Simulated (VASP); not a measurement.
# ZrSe2 (P-3m1) in VASP: settings compared

The runs below take ZrSe2 through single point, with HSE06, PBE-based screened hybrid with 35 % exact exchange.

Program: VASP 6.6.1. These are calculated values, not measurements. Logs are shortened: lines on timing, memory, paths and dates and some standing lists are left out, and cuts for length are marked.

## Step 1: The cell of the first run

The structure is trigonal, space group P-3m1 (No. 164). Conventional cell: a = 3.789 Å, b = 3.789 Å, c = 6.181 Å, α = 90.00°, β = 90.00°, γ = 120.00°. Within 3.5 Å of Zr (site symmetry -3m) lie 6 Se at 2.69 Å. Se (site symmetry 3m) has 3 Zr at 2.69 Å within 3.5 Å.

## Step 2: Single point, HSE06

POSCAR reads:

```
ZrSe2
1.0
    3.7893855136      0.0000000000      0.0000000000
   -1.8946927568      3.2817041195      0.0000000000
    0.0000000000      0.0000000000      6.1806782015
Zr Se
1 2
Direct
    0.0000000000      0.0000000000      0.0000000000
    0.3333333333      0.6666666667      0.2537453240
    0.6666666667      0.3333333333      0.7462546760
```

INCAR.step1 reads:

```
SYSTEM = ZrSe2
ALGO = Normal ; EDIFF = 1E-5
ENCUT = 400 ; GGA = PE
GGA_COMPAT = .False. ; ISIF = 2
ISMEAR = 0 ; LASPH = .True.
LREAL = .False. ; LWAVE = .True.
NBANDS = 19 ; NELM = 120
PREC = Accurate ; SIGMA = 0.01
```

INCAR.step2 reads:

```
SYSTEM = ZrSe2
ALGO = Normal ; EDIFF = 1E-6
ENCUT = 400 ; GGA = PE
GGA_COMPAT = .False. ; HFSCREEN = 0.2079
ISIF = 2 ; ISMEAR = 0
ISTART = 1 ; LASPH = .True.
LCHARG = .True. ; LELF = .True.
LHFCALC = .True. ; LREAL = .False.
LVHAR = .True. ; LWAVE = .False.
NBANDS = 19 ; NELM = 120
PREC = Accurate ; PRECFOCK = Normal
SIGMA = 0.01
```

KPOINTS reads:

```
k-points
0
Gamma
  6 6 2
  0 0 0
```

Potentials or basis: VASP PAW PBE potentials, release 64 (Zr_sv, Se).

Run with:

```console
> cat potpaw_PBE.64/Zr_sv/POTCAR potpaw_PBE.64/Se/POTCAR > POTCAR
> cp INCAR.step1 INCAR
> mpirun -np 1 vasp_std > vasp.out
> cp INCAR.step2 INCAR
> mpirun -np 1 vasp_std > vasp.out
```

OUTCAR:

```text
SYSTEM = ZrSe2
   EDIFF = 1E-6
   ENCUT = 400
   GGA = PE
   HFSCREEN = 0.2079
   ISIF = 2
   ISMEAR = 0
   ISTART = 1
   LASPH = .True.
   LHFCALC = .True.
   LREAL = .False.
   NELM = 120
   PREC = Accurate
   PRECFOCK = Normal

 ion  position               nearest neighbor table
   1  0.000  0.000  0.000-   2 2.69   3 2.69   2 2.69   3 2.69   3 2.69   2 2.69
   2  0.333  0.667  0.254-   1 2.69   1 2.69   1 2.69
   3  0.667  0.333  0.746-   1 2.69   1 2.69   1 2.69

  LATTYP: Found a hexagonal cell.
 ALAT       =     3.7893855136
 C/A-ratio  =     1.6310502532

  Lattice vectors:

 A1 = (   3.7893855136,   0.0000000000,   0.0000000000)
 A2 = (  -1.8946927568,   3.2817041195,   0.0000000000)
 A3 = (   0.0000000000,   0.0000000000,   6.1806782015)

Analysis of symmetry for initial positions (statically):
=====================================================================
 Subroutine PRICEL returns:
 Original cell was already a primitive cell.

 Routine SETGRP: Setting up the symmetry group for a
 hexagonal supercell.

 Subroutine GETGRP returns: Found 12 space group operations
 (whereof 12 operations were pure point group operations)
 out of a pool of 24 trial point group operations.

The static configuration has the point symmetry D_3d.

Analysis of symmetry for dynamics (positions and initial velocities):
=====================================================================
 Subroutine PRICEL returns:
 Original cell was already a primitive cell.

 Routine SETGRP: Setting up the symmetry group for a
 hexagonal supercell.

 Subroutine GETGRP returns: Found 12 space group operations
 (whereof 12 operations were pure point group operations)
 out of a pool of 24 trial point group operations.

The dynamic configuration has the point symmetry D_3d.

 Subroutine INISYM returns: Found 12 space group operations
 (whereof 12 operations are pure point group operations),
 and found     1 'primitive' translations

----------------------------------------------------------------------------------------

                                     Primitive cell

  volume of cell :      76.8607

  direct lattice vectors                    reciprocal lattice vectors
     3.789385514  0.000000000  0.000000000     0.263895029  0.152359866  0.000000000
    -1.894692757  3.281704120  0.000000000     0.000000000  0.304719732  0.000000000
     0.000000000  0.000000000  6.180678202     0.000000000  0.000000000  0.161794542

  length of vectors
     3.789385514  3.789385514  6.180678202     0.304719732  0.304719732  0.161794542

  position of ions in fractional coordinates (direct lattice)
     0.000000000  0.000000000  0.000000000
     0.333333333  0.666666667  0.253745324
     0.666666667  0.333333333  0.746254676

  ion indices of the primitive-cell ions
   primitive index   ion index
                 1           1
                 2           2
                 3           3

----------------------------------------------------------------------------------------

 KPOINTS: k-points

Automatic generation of k-mesh.
 Grid dimensions read from file:
 generate k-points for:    6    6    2

 Generating k-lattice:

  Cartesian coordinates                     Fractional coordinates (reciprocal lattice)
     0.043982505  0.025393311  0.000000000     0.166666667 -0.000000000  0.000000000
     0.000000000  0.050786622  0.000000000     0.000000000  0.166666667  0.000000000
     0.000000000  0.000000000  0.080897271     0.000000000  0.000000000  0.500000000

  Length of vectors
     0.050786622  0.050786622  0.080897271

  Shift w.r.t. Gamma in fractional coordinates (k-lattice)
     0.000000000  0.000000000  0.000000000

 Subroutine IBZKPT returns following result:
 ===========================================

 Found     14 irreducible k-points:

 Following reciprocal coordinates:
            Coordinates               Weight
  0.000000  0.000000  0.000000      1.000000
  0.166667  0.000000  0.000000      6.000000
  0.333333  0.000000  0.000000      6.000000
  0.500000  0.000000  0.000000      3.000000
  0.166667  0.166667  0.000000      6.000000
  0.333333  0.166667  0.000000     12.000000
  0.333333  0.333333  0.000000      2.000000
  0.000000  0.000000  0.500000      1.000000
  0.166667  0.000000  0.500000      6.000000
  0.333333  0.000000  0.500000      6.000000
  0.500000  0.000000  0.500000      3.000000
  0.166667  0.166667  0.500000      6.000000
  0.333333  0.166667  0.500000     12.000000
  0.333333  0.333333  0.500000      2.000000
   k-points           NKPTS =     14   k-points in BZ     NKDIM =     72   number of bands    NBANDS=     19
   number of dos      NEDOS =    301   number of ions     NIONS =      3
   total plane-waves  NPLWV =  31360
   dimension x,y,z NGX =    28 NGY =   28 NGZ =   40
   dimension x,y,z NGXF=    56 NGYF=   56 NGZF=   80
   ions per type =               1   2
   NGX,Y,Z   is equivalent  to a cutoff of  12.28, 12.28, 10.76 a.u.
   NGXF,Y,Z  is equivalent  to a cutoff of  24.57, 24.57, 21.52 a.u.
 SYSTEM =  ZrSe2
   PREC   = accura    normal or accurate (medium, high low for compatibility)
   ISTART =      1    job   : 0-new  1-cont  2-samecut
   ICHARG =      0    charge: 1-file 2-atom 10-const
   ISPIN  =      1    spin polarized calculation?
   LNONCOLLINEAR =      F non collinear calculations
   LSORBIT =      F    spin-orbit coupling
   LASPH  =      T    aspherical Exc in radial PAW
   ENCUT  =  400.0 eV  29.40 Ry    5.42 a.u.   6.18  6.18 10.08*2*pi/ulx,y,z
   NELM   =    120;   NELMIN=  2; NELMDL=  0     # of ELM steps
   EDIFF  = 0.1E-05   stopping-criterion for ELM
   LREAL  =      F    real-space projection
   EDIFFG = 0.1E-04   stopping-criterion for IOM
   NSW    =      0    number of steps for IOM
   IBRION =     -1    ionic relax: 0-MD 1-quasi-New 2-CG
   NFREE  =      0    steps in history (QN), initial steepest desc. (CG)
   ISIF   =      2    stress and relaxation
   ISYM   =      3    0-nonsym 1-usesym 2-fastsym
   POTIM  = 0.5000    time-step for ionic-motion
   TEBEG  =    0.0;   TEEND  =   0.0 temperature during run
   PSTRESS=    0.0 pullay stress
   NELECT =      24.0000    total number of electrons
   NUPDOWN=      -1.0000    fix difference up-down
   EMIN   =  10.00;   EMAX   =-10.00  energy-range for DOS
   EFERMI =   0.00;   METHOD = LEGACY
   ISMEAR =     0;   SIGMA  =   0.01  broadening in eV -4-tet -1-fermi 0-gaus
   EFERMI_NEDOS =   21; number of points for ismear=-14 and -15
   IALGO  =     38    algorithm
   IMIX   =      1    mixing-type and parameters
     AMIX     =   0.40;   BMIX     =  1.00
     AMIX_MAG =   1.60;   BMIX_MAG =  1.00
  volume/ion in A,a.u.               =      25.62       172.89
  Fermi-wavevector in a.u.,A,eV,Ry     =   1.110650  2.098824 16.783370  1.233543
  Thomas-Fermi vector in A             =   2.247204
   LORBIT       =      0    0 simple, 1 ext, 2 COOP (PROOUT), +10 PAW based schemes
   GGA     = PE    functional components
   LHFCALC =     T    Hartree Fock is set to
   PRECFOCK=normal    Normal, Fast or Accurate (Low or Medium for compatibility)
   ENCUT4O =  -1.0   cutoff for four orbital integrals eV
   NKREDX  =     1    reduce k-point grid by
   NKREDY  =     1    reduce k-point grid by
   NKREDZ  =     1    reduce k-point grid by
   AEXX    =    0.2500 exact exchange contribution
   HFSCREEN=    0.2079 screening length (either q_TF or 0.3 A-1)
   HFSCREENC=   0.2079 screening length for correlation (either q_TF or 0.3 A-1)
   ENCUTFOCK=  -1.0 apply spherical cutoff to Coloumb kernel
   IVDW    =     0    specifies the selected vdW correction
   LEPSILON=     F    determine dielectric tensor
   LRPA    =     F    only Hartree local field effects (RPA)
 non-spin polarized calculation
 Gauss-broadening in eV      SIGMA  =   0.01
  energy-cutoff  :      400.00
  volume of cell :       76.86
 maximum number of plane-waves:      1412
 NGX is ok and might be reduce to    28
  NGX = 20; NGY = 20; NGZ = 32

 number of electron      24.0000000 magnetization

 Free energy of the ion-electron system (eV)
  ---------------------------------------------------
  ext. energy  EPLUGINS =         0.00000000
  ---------------------------------------------------
  free energy    TOTEN  =       -23.32302593 eV

  energy without entropy =      -23.32302593  energy(sigma->0) =      -23.32302593

 E-fermi :   4.0913     XC(G=0):  -7.8937

 val. band max:        3.8823001037   @ k =   0.0000   0.0000   0.0000
 cond. band min:       4.8530275716   @ k =   0.5000   0.0000   0.5000
 fundamental gap:      0.9707274679
 Fermi energy:         4.0912592446

 k-point     1 :       0.0000    0.0000    0.0000
  band No.  band energies     occupation
      1     -49.1766      2.00000
      2     -25.8281      2.00000
      3     -25.6910      2.00000
      4     -25.6910      2.00000
      5     -10.6501      2.00000
      6      -9.2209      2.00000
[... 11 lines left out ...]
     18       9.5409      0.00000
     19       9.6899      0.00000

 k-point     2 :       0.1667    0.0000    0.0000
  band No.  band energies     occupation
      1     -49.1730      2.00000
      2     -25.8157      2.00000
      3     -25.7475      2.00000
      4     -25.7033      2.00000
      5     -10.3765      2.00000
      6      -9.2462      2.00000
[... 11 lines left out ...]
     18      10.8730      0.00000
     19      11.4942      0.00000

 k-point     3 :       0.3333    0.0000    0.0000
  band No.  band energies     occupation
      1     -49.1658      2.00000
      2     -25.8594      2.00000
      3     -25.7899      2.00000
      4     -25.7278      2.00000
      5      -9.7779      2.00000
      6      -9.2817      2.00000
[... 11 lines left out ...]
     18      11.4465      0.00000
     19      12.0436      0.00000

 k-point     4 :       0.5000    0.0000    0.0000
  band No.  band energies     occupation
      1     -49.1621      2.00000
      2     -25.9139      2.00000
      3     -25.7773      2.00000
      4     -25.7399      2.00000
      5      -9.5102      2.00000
      6      -9.2176      2.00000
[... 187 lines left out ...]
     18      12.2349      0.00000
     19      12.6729      0.00000

 k-point    13 :       0.3333    0.1667    0.5000
  band No.  band energies     occupation
      1     -49.1622      2.00000
      2     -25.8845      2.00000
      3     -25.7785      2.00000
      4     -25.7687      2.00000
      5      -9.5118      2.00000
      6      -9.2104      2.00000
[... 11 lines left out ...]
     18      11.0365      0.00000
     19      11.8981      0.00000

 k-point    14 :       0.3333    0.3333    0.5000
  band No.  band energies     occupation
      1     -49.1603      2.00000
      2     -25.8439      2.00000
      3     -25.8439      2.00000
      4     -25.7718      2.00000
      5      -9.2788      2.00000
      6      -9.2788      2.00000
[... 11 lines left out ...]
     18      12.3664      0.00000
     19      12.3665      0.00000

------------------------ aborting loop because EDIFF is reached ----------------------------------------

  FORCE on cell =-STRESS in cart. coord.  units (eV):
  Direction    XX          YY          ZZ          XY          YZ          ZX
  --------------------------------------------------------------------------------------
  -------------------------------------------------------------------------------------
  Total        0.0060268      0.0060268      0.2351331     -0.0000000      0.0000000     -0.0000000
  in kB        0.1256302      0.1256302      4.9013982     -0.0000000      0.0000000     -0.0000000
  external PRESSURE =       1.7175529 kB  Pullay stress =       0.0000000 kB

 VOLUME and BASIS-vectors are now :
 -----------------------------------------------------------------------------
  energy-cutoff  :      400.00
  volume of cell :       76.86
      direct lattice vectors                 reciprocal lattice vectors
     3.789385514  0.000000000  0.000000000     0.263895029  0.152359866  0.000000000
    -1.894692757  3.281704120  0.000000000     0.000000000  0.304719732  0.000000000
     0.000000000  0.000000000  6.180678202     0.000000000  0.000000000  0.161794542

 POSITION                                       TOTAL-FORCE (eV/Angst)
 -----------------------------------------------------------------------------------
      0.00000      0.00000      0.00000        -0.000000      0.000000     -0.000000
     -0.00000      2.18780      1.56832        -0.000000     -0.000000     -0.162374
      1.89469      1.09390      4.61236         0.000000      0.000000      0.162374
 -----------------------------------------------------------------------------------
    total drift:                                0.000000      0.000000      0.000000

  FREE ENERGIE OF THE ION-ELECTRON SYSTEM (eV)
  ---------------------------------------------------
  free  energy   TOTEN  =       -23.3230259282 eV

  energy  without entropy=      -23.3230259282  energy(sigma->0) =      -23.32302593
```

Run time: 18 min. Hardware: 1 thread of Intel Xeon Platinum 8488C (Sapphire Rapids), shared host; peak memory 0.29 GiB.

Results:

```
Free energy            : -23.3230 eV
Pressure               : 0.2 GPa
Largest force          : 0.162 eV/Å
Band gap on the k mesh : 0.97 eV (least direct gap 1.80 eV)
```

Forces in eV/Å, atoms in the order of the input:
```
Zr   0.000  0.000  0.000
Se   0.000  0.000 -0.162
Se   0.000  0.000  0.162
```

Caveat: the k points lie up to 0.51 Å⁻¹ apart; the PAW data sets were made with another functional, which shifts forces and pressure a little; this functional lacks dispersion, which binds the layers, so the pressure and a relaxed spacing across them are unreliable.

## Step 3: Single point, PBE-based screened hybrid with 35 % exact exchange

POSCAR is that of step 2.

INCAR.step1 reads:

```
SYSTEM = ZrSe2
ALGO     = Normal         ! electronic algorithm
EDIFF    = 1E-5           ! SCF threshold, eV
ENCUT    = 400            ! plane-wave cutoff, eV
GGA      = PE             ! functional
GGA_COMPAT= .False.      
ISIF     = 2              ! what is computed and relaxed
ISMEAR   = 0              ! smearing method
LASPH    = .True.         ! aspherical terms in the spheres
LREAL    = .False.        ! projectors in reciprocal space
LWAVE    = .True.         ! write WAVECAR
NBANDS   = 19             ! bands
NELM     = 120            ! most SCF steps
PREC     = Accurate       ! precision mode
SIGMA    = 0.01           ! smearing width, eV
```

INCAR.step2 reads:

```
SYSTEM = ZrSe2
AEXX     = 0.35           ! exact-exchange fraction
ALGO     = Normal         ! electronic algorithm
EDIFF    = 1E-6           ! SCF threshold, eV
ENCUT    = 400            ! plane-wave cutoff, eV
GGA      = PE             ! functional
GGA_COMPAT= .False.      
HFSCREEN = 0.5            ! screening, 1/A
ISIF     = 2              ! what is computed and relaxed
ISMEAR   = 0              ! smearing method
ISTART   = 1            
LASPH    = .True.         ! aspherical terms in the spheres
LCHARG   = .True.         ! write CHGCAR
LELF     = .True.         ! ELF
LHFCALC  = .True.         ! exact exchange
LREAL    = .False.        ! projectors in reciprocal space
LVHAR    = .True.       
LWAVE    = .False.        ! write WAVECAR
NBANDS   = 19             ! bands
NELM     = 120            ! most SCF steps
PREC     = Accurate       ! precision mode
PRECFOCK = Normal       
SIGMA    = 0.01           ! smearing width, eV
```

KPOINTS is that of step 2.

Potentials or basis: VASP PAW PBE potentials, release 64 (Zr_sv, Se).

Run with:

```console
> cat potpaw_PBE.64/Zr_sv/POTCAR potpaw_PBE.64/Se/POTCAR > POTCAR
> cp INCAR.step1 INCAR
> mpirun -np 1 vasp_std > vasp.out
> cp INCAR.step2 INCAR
> mpirun -np 1 vasp_std > vasp.out
```

Wall time 24 min (1 thread of Intel Xeon Platinum 8488C (Sapphire Rapids), shared host); peak memory 0.28 GiB.

The run converged. Its results:

| Item | Value |
| --- | --- |
| Free energy | -22.2735 eV |
| Pressure | 0.2 GPa |
| Largest force | 0.161 eV/Å |
| Band gap on the k mesh | 0.73 eV (least direct gap 1.56 eV) |

Forces in eV/Å, atoms in the order of the input:
```
Zr   0.000  0.000  0.000
Se   0.000  0.000 -0.161
Se   0.000  0.000  0.161
```

Stress tensor (GPa, compression positive):
```
0.10 0.00 0.00
0.00 0.10 0.00
0.00 0.00 0.46
```

Levels at points of the mesh, in eV from the valence-band top:
```
           k point  band 10  band 11  band 12  band 13  band 14  band 15
(0.00, 0.00, 0.00)    -0.07    -0.07     0.00     1.56     1.56     2.07
(0.50, 0.00, 0.00)    -2.68    -2.36    -1.51     0.92     3.21     3.59
(0.00, 0.00, 0.50)    -2.24    -0.26    -0.26     1.53     1.53     2.49
(0.50, 0.00, 0.50)    -2.73    -1.16    -1.09     0.73     3.20     3.57
```

Caveat: the k points lie up to 0.51 Å⁻¹ apart; the PAW data sets were made with another functional, which shifts forces and pressure a little. A k mesh can miss the band edges.
